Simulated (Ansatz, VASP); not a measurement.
Two plane-wave programs on BiTe

INCAR

```
PREC = Accurate
ENCUT = 520
EDIFF = 1E-7
ISMEAR = 0
SIGMA = 0.15
LREAL = F
LASPH = T
NELM = 80
ALGO = Normal
ISIF = 2
LWAVE = F
LCHARG = T
GGA = PS
LELF = T
LVHAR = T
NBANDS = 18
```

The input KPOINTS:

```
regular mesh
0
Gamma
  12 12 12
```

POSCAR

```
BiTe
1.0
    2.3863671562      1.4197322496      3.3172919545
   -2.3863671562      1.4197322496      3.3172919545
    0.0000000000     -2.8394644991      3.3172919545
Bi Te
1 1
Direct
    0.5000000000      0.5000000000      0.5000000000
    0.0000000000      0.0000000000      0.0000000000
```

Input for Ansatz:

```yaml
crystal:
  lattice:
    - [2.3863671562, 1.4197322496, 3.3172919545]
    - [-2.3863671562, 1.4197322496, 3.3172919545]
    - [0.0, -2.8394644991, 3.3172919545]
  atoms:
    - { symbol: Bi, position: [0.5, 0.5, 0.5] }
    - { symbol: Te, position: [0.0, 0.0, 0.0] }
basis:
  ecutwfc: 420
kpoints:
  mp_grid: { grid: [12, 12, 12] }
hamiltonian:
  xc: pbesol
scf:
  occupations: { method: gaussian, width: 0.15 }
output:
  forces: true
  stress: true
  eigenvalues: true
  write_density: true
  write_potential: true
  elf: true
  volumetric_format: npy
```

Change from the starting cell: strain -0.0150 x Voigt [1, -1, 0, 0, 0, 0], atoms carried along.

Alike in both runs: task single point; functional PBEsol; k mesh 12 × 12 × 12; occupations gaussian, width 0.15 eV; no spin polarisation.

```csv
,VASP,Ansatz
version,VASP 6.6.1,Ansatz 0.2.0
potentials or method,"VASP PAW PBE potentials, release 64 (Bi_d, Te), cutoff 520 eV","scalar-relativistic, plane waves, PAW"
valence electrons in the cell,21,31
```

|  | VASP | Ansatz | Ansatz less VASP |
| --- | --- | --- | --- |
| gap on the k mesh at the Fermi level (eV) | none | none | - |
| pressure (GPa) | -2.5 | -2.5 | +0.03 |
| traceless stress, the component that is largest in VASP (GPa) | -0.64 | -0.64 | -0.001 |

VASP's potentials were made for PBE, not for PBEsol. A gap of «none» marks a metal or a gap that the smearing closes. VASP's potentials hold 21 valence electrons a cell and Ansatz's 31, so a difference there can come from the potentials and not from the codes.

Spin-orbit coupling is off throughout.
